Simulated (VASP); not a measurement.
# ZnS (F-43m) in VASP: further runs

Runs on ZnS. Level: PBE. Tasks: single point, relaxation of cell and atoms.

Everything below comes from runs of VASP 6.6.1. Logs are shortened: lines on timing, memory, paths and dates and some standing lists are left out, and cuts for length are marked.

### 1 The cell of the first run

Symmetry: F-43m, No. 216, cubic system. The conventional cell has a = 5.444 Å, b = 5.444 Å, c = 5.444 Å, α = 90.00°, β = 90.00°, γ = 90.00°. Zn (site symmetry -43m) has 4 S at 2.36 Å within 3.1 Å. Within 3.1 Å of S (site symmetry -43m) lie 4 Zn at 2.36 Å.

### 2 Single point, PBE

INCAR

```
PREC = Accurate ; ENCUT = 520
EDIFF = 1E-6 ; ISMEAR = 0
SIGMA = 0.02 ; LREAL = False
LASPH = True ; NELM = 100
ALGO = Normal ; ISIF = 2
LWAVE = False ; LCHARG = False
GGA = PE ; NBANDS = 16
```

KPOINTS

```
regular mesh
0
Gamma
  8 8 8
```

POSCAR

```
ZnS
1.0
    0.0000000000      2.7217967007      2.7217967007
    2.7217967007      0.0000000000      2.7217967007
    2.7217967007      2.7217967007      0.0000000000
Zn S
1 1
Direct
    0.0000000000      0.0000000000      0.0000000000
    0.7500000000      0.7500000000      0.7500000000
```

Potentials or basis: VASP PAW PBE potentials, release 64 (Zn, S).

On the command line:

```
> cat potpaw_PBE.64/Zn/POTCAR potpaw_PBE.64/S/POTCAR > POTCAR
> mpirun -np 1 vasp_std > vasp.out
```

OUTCAR:

```text
PREC = Accurate
   ENCUT = 520
   EDIFF = 1E-6
   ISMEAR = 0
   LREAL = False
   LASPH = True
   NELM = 100
   ISIF = 2
   GGA = PE

 ion  position               nearest neighbor table
   1  0.000  0.000  0.000-   2 2.36   2 2.36   2 2.36   2 2.36
   2  0.750  0.750  0.750-   1 2.36   1 2.36   1 2.36   1 2.36

  LATTYP: Found a face centered cubic cell.
 ALAT       =     5.4435934014

  Lattice vectors:

 A1 = (   0.0000000000,   2.7217967007,   2.7217967007)
 A2 = (   2.7217967007,   0.0000000000,   2.7217967007)
 A3 = (   2.7217967007,   2.7217967007,   0.0000000000)

Analysis of symmetry for initial positions (statically):
=====================================================================
 Subroutine PRICEL returns:
 Original cell was already a primitive cell.

 Routine SETGRP: Setting up the symmetry group for a
 face centered cubic supercell.

 Subroutine GETGRP returns: Found 24 space group operations
 (whereof 24 operations were pure point group operations)
 out of a pool of 48 trial point group operations.

The static configuration has the point symmetry T_d .

Analysis of symmetry for dynamics (positions and initial velocities):
=====================================================================
 Subroutine PRICEL returns:
 Original cell was already a primitive cell.

 Routine SETGRP: Setting up the symmetry group for a
 face centered cubic supercell.

 Subroutine GETGRP returns: Found 24 space group operations
 (whereof 24 operations were pure point group operations)
 out of a pool of 48 trial point group operations.

The dynamic configuration has the point symmetry T_d .

 Subroutine INISYM returns: Found 24 space group operations
 (whereof 24 operations are pure point group operations),
 and found     1 'primitive' translations

----------------------------------------------------------------------------------------

                                     Primitive cell

  volume of cell :      40.3271

  direct lattice vectors                    reciprocal lattice vectors
     0.000000000  2.721796701  2.721796701    -0.183702185  0.183702185  0.183702185
     2.721796701  0.000000000  2.721796701     0.183702185 -0.183702185  0.183702185
     2.721796701  2.721796701  0.000000000     0.183702185  0.183702185 -0.183702185

  length of vectors
     3.849201808  3.849201808  3.849201808     0.318181517  0.318181517  0.318181517

  position of ions in fractional coordinates (direct lattice)
     0.000000000  0.000000000  0.000000000
     0.750000000  0.750000000  0.750000000

  ion indices of the primitive-cell ions
   primitive index   ion index
                 1           1
                 2           2

----------------------------------------------------------------------------------------

 KPOINTS: regular mesh

Automatic generation of k-mesh.
 Grid dimensions read from file:
 generate k-points for:    8    8    8

 Generating k-lattice:

  Cartesian coordinates                     Fractional coordinates (reciprocal lattice)
    -0.022962773  0.022962773  0.022962773     0.125000000  0.000000000  0.000000000
     0.022962773 -0.022962773  0.022962773     0.000000000  0.125000000  0.000000000
     0.022962773  0.022962773 -0.022962773     0.000000000  0.000000000  0.125000000

  Length of vectors
     0.039772690  0.039772690  0.039772690

  Shift w.r.t. Gamma in fractional coordinates (k-lattice)
     0.000000000  0.000000000  0.000000000

 Subroutine IBZKPT returns following result:
 ===========================================

 Found     29 irreducible k-points:

 Following reciprocal coordinates:
            Coordinates               Weight
  0.000000  0.000000  0.000000      1.000000
  0.125000  0.000000  0.000000      8.000000
  0.250000  0.000000  0.000000      8.000000
  0.375000  0.000000  0.000000      8.000000
  0.500000  0.000000  0.000000      4.000000
  0.125000  0.125000  0.000000      6.000000
[... 16 lines left out ...]
  0.500000  0.250000  0.125000     48.000000
 -0.375000  0.250000  0.125000     24.000000
 [... further k-points ...]
   k-points           NKPTS =     29   k-points in BZ     NKDIM =     29   number of bands    NBANDS=     16
   number of dos      NEDOS =    301   number of ions     NIONS =      2
   total plane-waves  NPLWV =  27000
   dimension x,y,z NGX =    30 NGY =   30 NGZ =   30
   dimension x,y,z NGXF=    60 NGYF=   60 NGZF=   60
   ions per type =               1   1
   NGX,Y,Z   is equivalent  to a cutoff of  12.96, 12.96, 12.96 a.u.
   NGXF,Y,Z  is equivalent  to a cutoff of  25.91, 25.91, 25.91 a.u.
 SYSTEM =  unknown system
   PREC   = accura    normal or accurate (medium, high low for compatibility)
   ISTART =      0    job   : 0-new  1-cont  2-samecut
   ICHARG =      2    charge: 1-file 2-atom 10-const
   ISPIN  =      1    spin polarized calculation?
   LNONCOLLINEAR =      F non collinear calculations
   LSORBIT =      F    spin-orbit coupling
   LASPH  =      T    aspherical Exc in radial PAW
   ENCUT  =  520.0 eV  38.22 Ry    6.18 a.u.   7.16  7.16  7.16*2*pi/ulx,y,z
   NELM   =    100;   NELMIN=  2; NELMDL= -5     # of ELM steps
   EDIFF  = 0.1E-05   stopping-criterion for ELM
   LREAL  =      F    real-space projection
   EDIFFG = 0.1E-04   stopping-criterion for IOM
   NSW    =      0    number of steps for IOM
   IBRION =     -1    ionic relax: 0-MD 1-quasi-New 2-CG
   NFREE  =      0    steps in history (QN), initial steepest desc. (CG)
   ISIF   =      2    stress and relaxation
   ISYM   =      2    0-nonsym 1-usesym 2-fastsym
   POTIM  = 0.5000    time-step for ionic-motion
   TEBEG  =    0.0;   TEEND  =   0.0 temperature during run
   PSTRESS=    0.0 pullay stress
   NELECT =      18.0000    total number of electrons
   NUPDOWN=      -1.0000    fix difference up-down
   EMIN   =  10.00;   EMAX   =-10.00  energy-range for DOS
   EFERMI =   0.00;   METHOD = LEGACY
   ISMEAR =     0;   SIGMA  =   0.02  broadening in eV -4-tet -1-fermi 0-gaus
   EFERMI_NEDOS =   21; number of points for ismear=-14 and -15
   IALGO  =     38    algorithm
   IMIX   =      4    mixing-type and parameters
     AMIX     =   0.40;   BMIX     =  1.00
     AMIX_MAG =   1.60;   BMIX_MAG =  1.00
  volume/ion in A,a.u.               =      20.16       136.07
  Fermi-wavevector in a.u.,A,eV,Ry     =   1.251123  2.364280 21.297316  1.565309
  Thomas-Fermi vector in A             =   2.385085
   LORBIT       =      0    0 simple, 1 ext, 2 COOP (PROOUT), +10 PAW based schemes
   GGA     = PE    functional components
   LHFCALC =     F    Hartree Fock is set to
   AEXX    =    0.0000 exact exchange contribution
   IVDW    =     0    specifies the selected vdW correction
   LEPSILON=     F    determine dielectric tensor
   LRPA    =     F    only Hartree local field effects (RPA)
 non-spin polarized calculation
 Gauss-broadening in eV      SIGMA  =   0.02
  energy-cutoff  :      520.00
  volume of cell :       40.33
 maximum number of plane-waves:      1106
 NGX is ok and might be reduce to    30
   NGX = 15   NGY = 15   NGZ = 15

 number of electron      18.0000008 magnetization

 Free energy of the ion-electron system (eV)
  ---------------------------------------------------
  ext. energy  EPLUGINS =         0.00000000
  ---------------------------------------------------
  free energy    TOTEN  =        -6.85235592 eV

  energy without entropy =       -6.85235592  energy(sigma->0) =       -6.85235592

 E-fermi :   2.0294     XC(G=0):  -9.5276

 val. band max:        1.9055185808   @ k =   0.0000   0.0000   0.0000
 cond. band min:       3.9238979047   @ k =   0.0000   0.0000   0.0000
 fundamental gap:      2.0183793239
 Fermi energy:         2.0293680765

 k-point     1 :       0.0000    0.0000    0.0000
  band No.  band energies     occupation
      1     -11.0845      2.00000
      2      -4.3495      2.00000
      3      -4.3495      2.00000
      4      -4.3495      2.00000
      5      -3.8770      2.00000
      6      -3.8770      2.00000
[... 8 lines left out ...]
     15      13.6423      0.00000
     16      13.6531      0.00000

 k-point     2 :       0.1250    0.0000    0.0000
  band No.  band energies     occupation
      1     -10.9722      2.00000
      2      -4.3464      2.00000
      3      -4.3294      2.00000
      4      -4.3294      2.00000
      5      -3.8785      2.00000
      6      -3.8785      2.00000
[... 8 lines left out ...]
     15      13.0594      0.00000
     16      14.4474      0.00000

 k-point     3 :       0.2500    0.0000    0.0000
  band No.  band energies     occupation
      1     -10.6796      2.00000
      2      -4.2952      2.00000
      3      -4.2855      2.00000
      4      -4.2855      2.00000
      5      -3.8754      2.00000
      6      -3.8754      2.00000
[... 8 lines left out ...]
     15      12.8602      0.00000
     16      14.0502      0.00000

 k-point     4 :       0.3750    0.0000    0.0000
  band No.  band energies     occupation
      1     -10.3486      2.00000
      2      -4.2506      2.00000
      3      -4.2506      2.00000
      4      -4.0779      2.00000
      5      -3.8595      2.00000
      6      -3.8595      2.00000
[... 8 lines left out ...]
     15      13.9426      0.00000
     16      13.9426      0.00000
[... 324 lines left out ...]
 k-point    22 :       0.3750    0.2500    0.1250
  band No.  band energies     occupation
      1     -10.4506      2.00000
      2      -4.3186      2.00000
      3      -4.2224      2.00000
      4      -4.1951      2.00000
      5      -3.8973      2.00000
      6      -3.8410      2.00000
[... 8 lines left out ...]
     15      14.6306      0.00000
     16      16.8510      0.00000

 k-point    23 :       0.5000    0.2500    0.1250
  band No.  band energies     occupation
      1     -10.1744      2.00000
      2      -4.2390      2.00000
      3      -4.1925      2.00000
      4      -4.0493      2.00000
      5      -3.8594      2.00000
      6      -3.8046      2.00000
[... 8 lines left out ...]
     15      15.5570      0.00000
     16      16.1399      0.00000

 k-point    24 :      -0.3750    0.2500    0.1250
  band No.  band energies     occupation
      1     -10.0512      2.00000
      2      -4.2253      2.00000
      3      -4.1727      2.00000
      4      -3.9245      2.00000
      5      -3.8646      2.00000
      6      -3.6184      2.00000
[... 8 lines left out ...]
     15      15.2861      0.00000
     16      16.0649      0.00000

 [... further k-points ...]

------------------------ aborting loop because EDIFF is reached ----------------------------------------

  FORCE on cell =-STRESS in cart. coord.  units (eV):
  Direction    XX          YY          ZZ          XY          YZ          ZX
  --------------------------------------------------------------------------------------
  -------------------------------------------------------------------------------------
  Total        0.0368859      0.0368859      0.0368859     -0.0000000      0.0000000      0.0000000
  in kB        1.4654587      1.4654587      1.4654587     -0.0000000      0.0000000      0.0000000
  external PRESSURE =       1.4654587 kB  Pullay stress =       0.0000000 kB

 VOLUME and BASIS-vectors are now :
 -----------------------------------------------------------------------------
  energy-cutoff  :      520.00
  volume of cell :       40.33
      direct lattice vectors                 reciprocal lattice vectors
     0.000000000  2.721796701  2.721796701    -0.183702185  0.183702185  0.183702185
     2.721796701  0.000000000  2.721796701     0.183702185 -0.183702185  0.183702185
     2.721796701  2.721796701  0.000000000     0.183702185  0.183702185 -0.183702185

 POSITION                                       TOTAL-FORCE (eV/Angst)
 -----------------------------------------------------------------------------------
      0.00000      0.00000      0.00000         0.000000      0.000000      0.000000
      4.08270      4.08270      4.08270        -0.000000     -0.000000     -0.000000
 -----------------------------------------------------------------------------------
    total drift:                                0.000000      0.000000      0.000000

  FREE ENERGIE OF THE ION-ELECTRON SYSTEM (eV)
  ---------------------------------------------------
  free  energy   TOTEN  =        -6.8523559158 eV

  energy  without entropy=       -6.8523559158  energy(sigma->0) =       -6.85235592
```

Run time: 32 s. Hardware: 1 thread of AMD EPYC 7R43 (Zen 3), shared host; peak memory 0.13 GiB.

What came out:

| Quantity | Value |
| --- | --- |
| Free energy | -6.8524 eV |
| Pressure | 0.1 GPa |
| Band gap on the k mesh | 2.02 eV, direct |

Levels at points of the mesh, in eV from the valence-band top:
```tsv
k point	band 7	band 8	band 9	band 10	band 11	band 12
(0.00, 0.00, 0.00)	0.00	0.00	0.00	2.02	6.41	6.41
(0.50, 0.00, 0.00)	-5.15	-0.83	-0.83	3.27	6.94	6.94
(0.50, 0.50, 0.00)	-4.47	-2.14	-2.14	3.46	4.07	10.83
```

### 3 Relaxation of cell and atoms, PBE

This run uses another cell than the first one, of 20.23 Å³/atom, 1.003 times its volume.

INCAR

```
SYSTEM = ZnS
  PREC = Accurate
  ENCUT = 600
  EDIFF = 1E-7
  ISMEAR = 0
  SIGMA = 0.02
  LREAL = .FALSE.
  LASPH = .TRUE.
  NELM = 100
  ALGO = Normal
  ISIF = 3
  LWAVE = .FALSE.
  LCHARG = .FALSE.
  GGA = PE
  IBRION = 2
  NSW = 80
  EDIFFG = -0.01
```

KPOINTS

```
regular mesh
0
G
  8 8 8
  0 0 0
```

POSCAR

```
ZnS
1.0
    0.0000000000      2.7248887995      2.7248887995
    2.7248887995      0.0000000000      2.7248887995
    2.7248887995      2.7248887995      0.0000000000
Zn S
1 1
Direct
    0.0000000000      0.0000000000      0.0000000000
    0.7500000000      0.7500000000      0.7500000000
```

Potentials or basis: VASP PAW PBE potentials, release 64 (Zn, S).

On the command line:

```
> cat potpaw_PBE.64/Zn/POTCAR potpaw_PBE.64/S/POTCAR > POTCAR
> mpirun -np 1 vasp_std > vasp.out
```

Wall time 44 s (1 thread of AMD EPYC 7R43 (Zen 3), shared host); peak memory 0.15 GiB.

The run converged. Its results:

- Free energy: -6.8524 eV
- Relaxed volume: 20.20 Å³/atom
- Relaxed cell: a = 3.852 Å, b = 3.852 Å, c = 3.852 Å, α = 60.00°, β = 60.00°, γ = 60.00°
- Space group after relaxing (to 0.05 Å): F-43m (No. 216)
- Energy gained by relaxing: 0.0 meV/atom
- Ionic steps: 2
- Pressure after relaxing: 0.0 GPa
- Band gap on the k mesh: 2.01 eV, direct

Final structure:
```cif
data_structure
_symmetry_space_group_name_H-M 'P 1'
_symmetry_Int_Tables_number 1
_cell_length_a 3.8516
_cell_length_b 3.8516
_cell_length_c 3.8516
_cell_angle_alpha 60.000
_cell_angle_beta 60.000
_cell_angle_gamma 60.000
_cell_volume 40.40
loop_
_atom_site_label
_atom_site_type_symbol
_atom_site_fract_x
_atom_site_fract_y
_atom_site_fract_z
_atom_site_occupancy
Zn1 Zn 0.00000 0.00000 0.00000 1
S1 S 0.75000 0.75000 0.75000 1
```

Levels at points of the mesh, in eV from the valence-band top:
```
           k point  band 5  band 6  band 7  band 8  band 9  band 10  band 11  band 12  band 13
(0.00, 0.00, 0.00)   -5.78   -5.78    0.00    0.00    0.00     2.01     6.41     6.41     6.41
(0.50, 0.00, 0.00)   -5.75   -5.58   -5.14   -0.83   -0.83     3.26     6.94     6.94     8.79
(0.50, 0.50, 0.00)   -5.71   -5.57   -4.47   -2.13   -2.13     3.46     4.07    10.81    11.81
```
